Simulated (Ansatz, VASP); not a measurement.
## Two plane-wave programs on Si8HO16

```
Si O H
1.0
    -4.11800   -4.11800    0.00000
     4.11800   -4.11800    0.00000
     0.00000    0.00000    5.29800
Si O H
8 16 1
Direct
  0.50558 0.50293 0.00038
  0.00277 0.49385 0.24952
  0.50450 0.50026 0.50038
  0.00278 0.49384 0.75125
  0.00247 0.99586 0.00038
  0.50527 0.00496 0.24952
  0.00354 0.99855 0.50038
  0.50527 0.00496 0.75124
  0.20065 0.49531 0.00039
  0.99571 0.19133 0.24717
  0.80951 0.50264 0.00038
  0.00443 0.80082 0.24971
  0.19711 0.46492 0.50038
  0.99571 0.19133 0.75359
  0.80849 0.50112 0.50038
  0.00443 0.80082 0.75105
  0.69855 0.99616 0.00038
  0.50365 0.69797 0.24970
  0.30741 0.00347 0.00038
  0.51235 0.30747 0.24718
  0.69956 0.99766 0.50038
  0.50365 0.69797 0.75107
  0.31094 0.03386 0.50038
  0.51234 0.30747 0.75359
  0.25409 0.74940 0.50038
```

Alike in both runs: functional PBE; dispersion D3(BJ); k mesh 2 × 2 × 2; occupations fermi-dirac, width 0.05 eV; collinear spin.

Ansatz relaxed the structure, and its values are those at the end. VASP's run is a single point on that final structure, the one shown.

```csv
,VASP,Ansatz
version,VASP 6.6.1,Ansatz 0.2.0
potentials or method,"VASP PAW PBE potentials, release 64 (Si, O, H), cutoff 520 eV","scalar-relativistic, plane waves, PAW"
valence electrons in the cell,129,129
```

```csv
,VASP,Ansatz,Ansatz less VASP
rms of the force components (eV/Å),0.009,0.005,-0.0033
net moment per atom (μB),0.04,0.04,0.000
size of the moment on the site where the two differ most (μB),0.37,0.51,+0.135
```

Site moments also hang on the region over which each program counts them.

The k mesh is coarse, so the values compare programs but aren't converged.
